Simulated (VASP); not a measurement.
# Te2Mo (P6_3/mmc) in VASP: a series of runs

Te2Mo is run at these levels: LDA, PBE, r2SCAN; tasks: single point.

Everything below comes from runs of VASP 6.6.1. Logs are shortened: lines on timing, memory, paths and dates and some standing lists are left out, and cuts for length are marked.

### Step 1. The cell of the first run

Symmetry: P6_3/mmc, No. 194, hexagonal system. Conventional cell: a = 3.542 Å, b = 3.542 Å, c = 14.177 Å, α = 90.00°, β = 90.00°, γ = 120.00°. Mo (site symmetry -6m2) has 6 Te at 2.72 Å and 6 Mo at 3.54 Å within 3.6 Å. Te (site symmetry 3m) has 3 Mo at 2.72 Å and 7 Te at 3.54 to 3.59 Å within 3.6 Å.

### Step 2. Single point, LDA

INCAR reads:

```
ALGO = Normal
EDIFF = 1E-6
ENCUT = 500
GGA = CA
GGA_COMPAT = False
ISIF = 2
ISMEAR = 0
LASPH = True
LCHARG = False
LREAL = False
LWAVE = False
NBANDS = 35
NELM = 120
PREC = Accurate
SIGMA = 0.01
```

KPOINTS reads:

```
k-points
0
Gamma
  12 12 2
```

POSCAR reads:

```
Te2Mo
1.0
    3.5421311219      0.0000000000      0.0000000000
   -1.7710655610      3.0675755351      0.0000000000
    0.0000000000      0.0000000000     14.1766718530
Mo Te
2 4
Direct
    0.3333333333      0.6666666667      0.2500000000
    0.6666666667      0.3333333333      0.7500000000
    0.6666666667      0.3333333333      0.3765845064
    0.6666666667      0.3333333333      0.1234154936
    0.3333333333      0.6666666667      0.8765845064
    0.3333333333      0.6666666667      0.6234154936
```

Potentials or basis: VASP PAW LDA potentials, release 64 (Mo_sv, Te).

The run is started by

```
$ cat potpaw_LDA.64/Mo_sv/POTCAR potpaw_LDA.64/Te/POTCAR > POTCAR
$ mpirun -np 1 vasp_std > vasp.out
```

OUTCAR:

```text
EDIFF = 1E-6
   ENCUT = 500
   GGA = CA
   ISIF = 2
   ISMEAR = 0
   LASPH = True
   LREAL = False
   NELM = 120
   PREC = Accurate

 ion  position               nearest neighbor table
   1  0.333  0.667  0.250-   3 2.72   4 2.72   3 2.72   4 2.72   3 2.72   4 2.72
   2  0.667  0.333  0.750-   5 2.72   6 2.72   5 2.72   6 2.72   5 2.72   6 2.72
   3  0.667  0.333  0.377-   1 2.72   1 2.72   1 2.72   4 3.59
   4  0.667  0.333  0.123-   1 2.72   1 2.72   1 2.72   3 3.59
   5  0.333  0.667  0.877-   2 2.72   2 2.72   2 2.72   6 3.59
   6  0.333  0.667  0.623-   2 2.72   2 2.72   2 2.72   5 3.59

  LATTYP: Found a hexagonal cell.
 ALAT       =     3.5421311219
 C/A-ratio  =     4.0023001309

  Lattice vectors:

 A1 = (   3.5421311219,   0.0000000000,   0.0000000000)
 A2 = (  -1.7710655610,   3.0675755351,   0.0000000000)
 A3 = (   0.0000000000,   0.0000000000,  14.1766718530)

Analysis of symmetry for initial positions (statically):
=====================================================================
 Subroutine PRICEL returns:
 Original cell was already a primitive cell.

 Routine SETGRP: Setting up the symmetry group for a
 hexagonal supercell.

 Subroutine GETGRP returns: Found 24 space group operations
 (whereof 12 operations were pure point group operations)
 out of a pool of 24 trial point group operations.

The static configuration has the point symmetry D_3d.
 The point group associated with its full space group is D_6h.

Analysis of symmetry for dynamics (positions and initial velocities):
=====================================================================
 Subroutine PRICEL returns:
 Original cell was already a primitive cell.

 Routine SETGRP: Setting up the symmetry group for a
 hexagonal supercell.

 Subroutine GETGRP returns: Found 24 space group operations
 (whereof 12 operations were pure point group operations)
 out of a pool of 24 trial point group operations.

The dynamic configuration has the point symmetry D_3d.
 The point group associated with its full space group is D_6h.

 Subroutine INISYM returns: Found 24 space group operations
 (whereof 12 operations are pure point group operations),
 and found     1 'primitive' translations

----------------------------------------------------------------------------------------

                                     Primitive cell

  volume of cell :     154.0402

  direct lattice vectors                    reciprocal lattice vectors
     3.542131122  0.000000000  0.000000000     0.282315918  0.162995171  0.000000000
    -1.771065561  3.067575535  0.000000000     0.000000000  0.325990343  0.000000000
     0.000000000  0.000000000 14.176671853     0.000000000  0.000000000  0.070538418

  length of vectors
     3.542131122  3.542131122 14.176671853     0.325990343  0.325990343  0.070538418

  position of ions in fractional coordinates (direct lattice)
     0.333333333  0.666666667  0.250000000
     0.666666667  0.333333333  0.750000000
     0.666666667  0.333333333  0.376584506
     0.666666667  0.333333333  0.123415494
     0.333333333  0.666666667  0.876584506
     0.333333333  0.666666667  0.623415494

  ion indices of the primitive-cell ions
   primitive index   ion index
                 1           1
                 2           2
                 3           3
                 4           4
                 5           5
                 6           6

----------------------------------------------------------------------------------------

 KPOINTS: k-points

Automatic generation of k-mesh.
 Grid dimensions read from file:
 generate k-points for:   12   12    2

 Generating k-lattice:

  Cartesian coordinates                     Fractional coordinates (reciprocal lattice)
     0.023526327  0.013582931  0.000000000     0.083333333  0.000000000  0.000000000
     0.000000000  0.027165862  0.000000000     0.000000000  0.083333333  0.000000000
     0.000000000  0.000000000  0.035269209     0.000000000  0.000000000  0.500000000

  Length of vectors
     0.027165862  0.027165862  0.035269209

  Shift w.r.t. Gamma in fractional coordinates (k-lattice)
     0.000000000  0.000000000  0.000000000

 Subroutine IBZKPT returns following result:
 ===========================================

 Found     38 irreducible k-points:

 Following reciprocal coordinates:
            Coordinates               Weight
  0.000000  0.000000  0.000000      1.000000
  0.083333 -0.000000  0.000000      6.000000
  0.166667  0.000000  0.000000      6.000000
  0.250000  0.000000  0.000000      6.000000
  0.333333  0.000000  0.000000      6.000000
  0.416667  0.000000  0.000000      6.000000
[... 16 lines left out ...]
  0.250000  0.000000  0.500000      6.000000
  0.333333  0.000000  0.500000      6.000000
 [... further k-points ...]
   k-points           NKPTS =     38   k-points in BZ     NKDIM =     38   number of bands    NBANDS=     35
   number of dos      NEDOS =    301   number of ions     NIONS =      6
   total plane-waves  NPLWV =  84672
   dimension x,y,z NGX =    28 NGY =   28 NGZ =  108
   dimension x,y,z NGXF=    56 NGYF=   56 NGZF=  216
   ions per type =               2   4
   NGX,Y,Z   is equivalent  to a cutoff of  13.14, 13.14, 12.66 a.u.
   NGXF,Y,Z  is equivalent  to a cutoff of  26.28, 26.28, 25.33 a.u.
 SYSTEM =  unknown system
   PREC   = accura    normal or accurate (medium, high low for compatibility)
   ISTART =      0    job   : 0-new  1-cont  2-samecut
   ICHARG =      2    charge: 1-file 2-atom 10-const
   ISPIN  =      1    spin polarized calculation?
   LNONCOLLINEAR =      F non collinear calculations
   LSORBIT =      F    spin-orbit coupling
   LASPH  =      T    aspherical Exc in radial PAW
   ENCUT  =  500.0 eV  36.75 Ry    6.06 a.u.   6.46  6.46 25.85*2*pi/ulx,y,z
   NELM   =    120;   NELMIN=  2; NELMDL= -5     # of ELM steps
   EDIFF  = 0.1E-05   stopping-criterion for ELM
   LREAL  =      F    real-space projection
   EDIFFG = 0.1E-04   stopping-criterion for IOM
   NSW    =      0    number of steps for IOM
   IBRION =     -1    ionic relax: 0-MD 1-quasi-New 2-CG
   NFREE  =      0    steps in history (QN), initial steepest desc. (CG)
   ISIF   =      2    stress and relaxation
   ISYM   =      2    0-nonsym 1-usesym 2-fastsym
   POTIM  = 0.5000    time-step for ionic-motion
   TEBEG  =    0.0;   TEEND  =   0.0 temperature during run
   PSTRESS=    0.0 pullay stress
   NELECT =      52.0000    total number of electrons
   NUPDOWN=      -1.0000    fix difference up-down
   EMIN   =  10.00;   EMAX   =-10.00  energy-range for DOS
   EFERMI =   0.00;   METHOD = LEGACY
   ISMEAR =     0;   SIGMA  =   0.01  broadening in eV -4-tet -1-fermi 0-gaus
   EFERMI_NEDOS =   21; number of points for ismear=-14 and -15
   IALGO  =     38    algorithm
   IMIX   =      4    mixing-type and parameters
     AMIX     =   0.40;   BMIX     =  1.00
     AMIX_MAG =   1.60;   BMIX_MAG =  1.00
  volume/ion in A,a.u.               =      25.67       173.25
  Fermi-wavevector in a.u.,A,eV,Ry     =   1.139894  2.154088 17.678850  1.299359
  Thomas-Fermi vector in A             =   2.276597
   LORBIT       =      0    0 simple, 1 ext, 2 COOP (PROOUT), +10 PAW based schemes
   GGA     = CA    functional components
   LHFCALC =     F    Hartree Fock is set to
   AEXX    =    0.0000 exact exchange contribution
   IVDW    =     0    specifies the selected vdW correction
   LEPSILON=     F    determine dielectric tensor
   LRPA    =     F    only Hartree local field effects (RPA)
 non-spin polarized calculation
 Gauss-broadening in eV      SIGMA  =   0.01
  energy-cutoff  :      500.00
  volume of cell :      154.04
 maximum number of plane-waves:      3946
 NGX is ok and might be reduce to    28
   NGX = 13   NGY = 13   NGZ = 51

 number of electron      52.0000003 magnetization

 Free energy of the ion-electron system (eV)
  ---------------------------------------------------
  ext. energy  EPLUGINS =         0.00000000
  ---------------------------------------------------
  free energy    TOTEN  =       -41.17483402 eV

  energy without entropy =      -41.17483402  energy(sigma->0) =      -41.17483402

 E-fermi :   7.7970     XC(G=0): -10.4965

 val. band max:        7.6367401060   @ k =   0.0000   0.0000   0.0000
 cond. band min:       8.4182052360   @ k =   0.2500   0.1667   0.0000
 fundamental gap:      0.7814651299
 Fermi energy:         7.7970373671

 k-point     1 :       0.0000    0.0000    0.0000
  band No.  band energies     occupation
      1     -52.8443      2.00000
      2     -52.8443      2.00000
      3     -27.1897      2.00000
      4     -27.1896      2.00000
      5     -27.0712      2.00000
      6     -27.0712      2.00000
[... 27 lines left out ...]
     34      10.9296      0.00000
     35      13.0849      0.00000

 k-point     2 :       0.0833   -0.0000    0.0000
  band No.  band energies     occupation
      1     -52.8437      2.00000
      2     -52.8437      2.00000
      3     -27.1878      2.00000
      4     -27.1878      2.00000
      5     -27.0796      2.00000
      6     -27.0796      2.00000
[... 27 lines left out ...]
     34      10.7412      0.00000
     35      13.5368      0.00000

 k-point     3 :       0.1667    0.0000    0.0000
  band No.  band energies     occupation
      1     -52.8420      2.00000
      2     -52.8420      2.00000
      3     -27.1827      2.00000
      4     -27.1827      2.00000
      5     -27.1024      2.00000
      6     -27.1024      2.00000
[... 27 lines left out ...]
     34      10.9409      0.00000
     35      13.8521      0.00000
[... 723 lines left out ...]
 k-point    23 :       0.2500    0.0000    0.5000
  band No.  band energies     occupation
      1     -52.8397      2.00000
      2     -52.8397      2.00000
      3     -27.1757      2.00000
      4     -27.1757      2.00000
      5     -27.1334      2.00000
      6     -27.1334      2.00000
[... 27 lines left out ...]
     34      10.9972      0.00000
     35      13.7282      0.00000

 k-point    24 :       0.3333    0.0000    0.5000
  band No.  band energies     occupation
      1     -52.8374      2.00000
      2     -52.8374      2.00000
      3     -27.1687      2.00000
      4     -27.1687      2.00000
      5     -27.1642      2.00000
      6     -27.1642      2.00000
[... 27 lines left out ...]
     34      11.0985      0.00000
     35      12.8013      0.00000

 [... further k-points ...]

------------------------ aborting loop because EDIFF is reached ----------------------------------------

  FORCE on cell =-STRESS in cart. coord.  units (eV):
  Direction    XX          YY          ZZ          XY          YZ          ZX
  --------------------------------------------------------------------------------------
  -------------------------------------------------------------------------------------
  Total       -3.7440153     -3.7440153     -2.8902987      0.0000000     -0.0000000      0.0000000
  in kB      -38.9416194    -38.9416194    -30.0620865      0.0000000     -0.0000000      0.0000000
  external PRESSURE =     -35.9817751 kB  Pullay stress =       0.0000000 kB

 VOLUME and BASIS-vectors are now :
 -----------------------------------------------------------------------------
  energy-cutoff  :      500.00
  volume of cell :      154.04
      direct lattice vectors                 reciprocal lattice vectors
     3.542131122  0.000000000  0.000000000     0.282315918  0.162995171  0.000000000
    -1.771065561  3.067575535  0.000000000     0.000000000  0.325990343  0.000000000
     0.000000000  0.000000000 14.176671853     0.000000000  0.000000000  0.070538418

 POSITION                                       TOTAL-FORCE (eV/Angst)
 -----------------------------------------------------------------------------------
     -0.00000      2.04505      3.54417         0.000000      0.000000      0.000000
      1.77107      1.02253     10.63250        -0.000000      0.000000      0.000000
      1.77107      1.02253      5.33871        -0.000000     -0.000000     -0.227883
      1.77107      1.02253      1.74962        -0.000000     -0.000000      0.227883
     -0.00000      2.04505     12.42705        -0.000000     -0.000000     -0.227883
     -0.00000      2.04505      8.83796        -0.000000     -0.000000      0.227883
 -----------------------------------------------------------------------------------
    total drift:                               -0.000000      0.000000     -0.000000

  FREE ENERGIE OF THE ION-ELECTRON SYSTEM (eV)
  ---------------------------------------------------
  free  energy   TOTEN  =       -41.1748340214 eV

  energy  without entropy=      -41.1748340214  energy(sigma->0) =      -41.17483402
```

Run time: 4.4 min. Hardware: 1 thread of Intel Xeon 8259CL, shared host; peak memory 0.33 GiB.

Results:

```yaml
Free_energy: -41.1748 eV
Pressure: -3.6 GPa
Largest_force: 0.228 eV/Å
Band_gap_on_the_k_mesh: 0.78 eV (least direct gap 1.00 eV)
```

Forces on the atoms (eV/Å):
```
Mo   0.000  0.000  0.000
Mo   0.000  0.000  0.000
Te   0.000  0.000 -0.228
Te   0.000  0.000  0.228
Te   0.000  0.000 -0.228
Te   0.000  0.000  0.228
```

Levels at points of the mesh, in eV from the valence-band top:
| k point | band 22 | band 23 | band 24 | band 25 | band 26 | band 27 | band 28 | band 29 | band 30 | band 31 |
| --- | --- | --- | --- | --- | --- | --- | --- | --- | --- | --- |
| (0.00, 0.00, 0.00) | -1.06 | -1.06 | -0.97 | -0.39 | 0.00 | 2.85 | 2.85 | 2.95 | 2.95 | 3.09 |
| (0.50, 0.00, 0.00) | -1.73 | -0.96 | -0.91 | -0.61 | -0.39 | 1.20 | 1.26 | 1.43 | 1.70 | 2.59 |
| (0.00, 0.00, 0.50) | -1.07 | -1.07 | -1.07 | -0.09 | -0.09 | 2.88 | 2.88 | 2.88 | 2.88 | 3.21 |
| (0.50, 0.00, 0.50) | -1.83 | -0.92 | -0.92 | -0.50 | -0.50 | 1.23 | 1.23 | 1.58 | 1.58 | 3.00 |

Caveat: the cell stands under tension; semilocal functionals underestimate gaps, and a narrow one can read as zero; spin-orbit coupling is left out, which moves the levels of the heavy elements.

### Step 3. Single point, PBE

INCAR reads:

```
ALGO = Normal
EDIFF = 1E-6
ENCUT = 520
GGA = PE
ISIF = 2
ISMEAR = 0
LASPH = T
LCHARG = F
LREAL = F
LWAVE = F
NBANDS = 35
NELM = 80
PREC = Accurate
SIGMA = 0.01
```

KPOINTS reads:

```
k-points
0
Gamma
  6 6 2
```

POSCAR is that of step 2.

Potentials or basis: VASP PAW PBE potentials, release 64 (Mo_sv, Te).

The run is started by

```
$ cat potpaw_PBE.64/Mo_sv/POTCAR potpaw_PBE.64/Te/POTCAR > POTCAR
$ mpirun -np 1 vasp_std > vasp.out
```

Wall time 2.1 min (1 thread of Intel Xeon 8259CL, shared host); peak memory 0.31 GiB.

Results (log left out):

```
Free energy            : -36.0279 eV
Pressure               : 1.9 GPa
Largest force          : 0.218 eV/Å
Band gap on the k mesh : 0.88 eV (least direct gap 1.00 eV)
```

Forces on the atoms (eV/Å):
```
Mo   0.000  0.000  0.000
Mo   0.000  0.000  0.000
Te   0.000  0.000  0.218
Te   0.000  0.000 -0.218
Te   0.000  0.000  0.218
Te   0.000  0.000 -0.218
```

Stress tensor (GPa, compression positive):
```
1.45 0.00 0.00
0.00 1.45 0.00
0.00 0.00 2.78
```

Levels at points of the mesh, in eV from the valence-band top:
| k point | band 23 | band 24 | band 25 | band 26 | band 27 | band 28 | band 29 | band 30 |
| --- | --- | --- | --- | --- | --- | --- | --- | --- |
| (0.00, 0.00, 0.00) | -1.05 | -0.96 | -0.40 | 0.00 | 2.87 | 2.87 | 2.97 | 2.97 |
| (0.50, 0.00, 0.00) | -0.96 | -0.92 | -0.61 | -0.38 | 1.23 | 1.28 | 1.46 | 1.73 |
| (0.00, 0.00, 0.50) | -1.06 | -1.06 | -0.10 | -0.10 | 2.90 | 2.90 | 2.90 | 2.90 |
| (0.50, 0.00, 0.50) | -0.93 | -0.93 | -0.50 | -0.50 | 1.25 | 1.25 | 1.61 | 1.61 |

Caveat: spin-orbit coupling is left out, which moves the levels of the heavy elements; this functional lacks dispersion, which binds layers or chains, so the pressure and a relaxed spacing across them are unreliable.

(Part 1 of 2 ends here.)
